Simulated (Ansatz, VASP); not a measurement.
SnBr4Cl: VASP beside Ansatz

INCAR

```
PREC     = Accurate       # precision mode
ENCUT    = 520            # plane-wave cutoff, eV
EDIFF    = 1E-6           # SCF threshold, eV
ISMEAR   = 0              # smearing method
SIGMA    = 0.1            # smearing width, eV
LREAL    = F              # projectors in reciprocal space
LASPH    = T              # aspherical terms in the spheres
NELM     = 60             # most SCF steps
ALGO     = Normal         # electronic algorithm
ISIF     = 2              # what is computed and relaxed
LWAVE    = F              # write WAVECAR
LCHARG   = F              # write CHGCAR
GGA      = PE             # functional
NBANDS   = 34             # bands
```

KPOINTS

```
regular mesh
0
Gamma
  4 4 2
```

POSCAR

```
SnBr4Cl
1.0
    3.9591771000      0.0000000000      0.0000000000
    0.0000000000      3.9591771000      0.0000000000
    0.0000000000      0.0000000000     11.5481145000
Sn Br Cl
1 4 1
Direct
    0.5000000000      0.5000000000      0.6467160000
    0.5000000000      0.5000000000      0.2433270100
    0.0000000000      0.0000000000      0.7440829900
    0.5000000000      0.5000000000      0.9182549700
    0.0000000000      0.0000000000      0.0755200000
    0.0000000000      0.0000000000      0.3720980000
```

Input for Ansatz:

```yaml
crystal:
  lattice:
    - [3.9591771, 0.0, 0.0]
    - [0.0, 3.9591771, 0.0]
    - [0.0, 0.0, 11.5481145]
  atoms:
    - { symbol: Sn, position: [0.5, 0.5, 0.646716] }
    - { symbol: Br, position: [0.5, 0.5, 0.24332701] }
    - { symbol: Br, position: [0.0, 0.0, 0.74408299] }
    - { symbol: Br, position: [0.5, 0.5, 0.91825497] }
    - { symbol: Br, position: [0.0, 0.0, 0.07552] }
    - { symbol: Cl, position: [0.0, 0.0, 0.372098] }
basis:
  ecutwfc: 420
kpoints:
  mp_grid: { grid: [4, 4, 2] }
hamiltonian:
  xc: pbe
scf:
  occupations: { method: gaussian, width: 0.1 }
  lower_state_search: "off"
output:
  forces: true
  stress: true
  eigenvalues: true
```

Change from the starting cell: species swapped into the Ta4SeS type (P4mm, No. 99).

Alike in both runs: task single point; functional PBE; k mesh 4 × 4 × 2; occupations gaussian, width 0.1 eV; no spin polarisation.

```csv
,VASP,Ansatz
version,VASP 6.6.1,Ansatz 0.2.0
potentials or method,"VASP PAW PBE potentials, release 64 (Sn_d, Br, Cl), cutoff 520 eV","scalar-relativistic, plane waves, PAW"
valence electrons in the cell,49,49
```

Ansatz gave:

| Quantity | Value |
| --- | --- |
| gap on the k mesh at the Fermi level (eV) | none |
| pressure (GPa) | -0.7 |
| traceless stress, the component that is largest in VASP (GPa) | -3.24 |
| rms of the force components (eV/Å) | 0.331 |

Task: Which values does VASP return?

Result: gap on the k mesh at the Fermi level (eV): none; pressure (GPa): -0.7; traceless stress, the component that is largest in VASP (GPa): -3.25; rms of the force components (eV/Å): 0.330.

Atom by atom the forces differ by 0.001 eV/Å (rms over components). A gap of «none» marks a metal or a gap that the smearing closes. The functional is the same, so the differences come from potentials, cutoffs and numerics.

The k mesh is coarse, so the values compare programs but aren't converged.
